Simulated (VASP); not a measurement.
Crystal: LuInNi4.

```
In Lu Ni
1.0
     0.00000    3.47000    3.47000
     3.47000    0.00000    3.47000
     3.47000    3.47000    0.00000
In Lu Ni
1 1 4
Direct
  0.25000 0.25000 0.25000
  0.50000 0.50000 0.50000
  0.87576 0.87576 0.37273
  0.87576 0.37273 0.87576
  0.87576 0.87576 0.87576
  0.37273 0.87576 0.87576
```

```yaml
Program: VASP 6.6.1
Task: relaxation of cell and atoms
Functional: PBEsol
Potentials_or_basis: VASP PAW PBE potentials, release 64 (In_d, Lu, Ni)
Cutoff: 600 eV
k_mesh: 8 × 8 × 8
Occupations: gaussian, width 0.05 eV
Spin: collinear spin
Starting_moments: "[0.01, 0.0, 0.11, 0.11, 0.11, 0.11] μB"
```

At the start: pressure -2.9 GPa; volume 13.93 Å³/atom.

Where does the relaxation end?

Over 7 steps the energy falls by 2.7 meV/atom and the volume is 13.65 Å³/atom (-2.0 %); space group F-43m (No. 216, to 0.1 Å) before and after; moment 0.00 μB per cell.

The path:
```
step  energy change (eV)  largest force (eV/Å)  pressure (GPa)  volume (Å³)
   1              0.0000                0.0125           -2.90        83.56
   2             -0.0056                0.0085            2.85        80.56
   3             -0.0165                0.0103            0.05        81.84
   4             -0.0165                0.0104            0.01        81.87
   5             -0.0165                0.0104           -0.06        81.90
   6             -0.0165                0.0005           -0.11        81.90
   7             -0.0165                0.0006           -0.05        81.90
```

Final structure:
```
In Lu Ni
1.0
     0.00000    3.44687    3.44687
     3.44687    0.00000    3.44687
     3.44687    3.44687    0.00000
In Lu Ni
1 1 4
Direct
  0.25000 0.25000 0.25000
  0.50000 0.50000 0.50000
  0.87569 0.87569 0.37293
  0.87569 0.37293 0.87569
  0.87569 0.87569 0.87569
  0.37293 0.87569 0.87569
```

Caveat: the PAW data sets were made with another functional, which shifts forces and pressure a little.
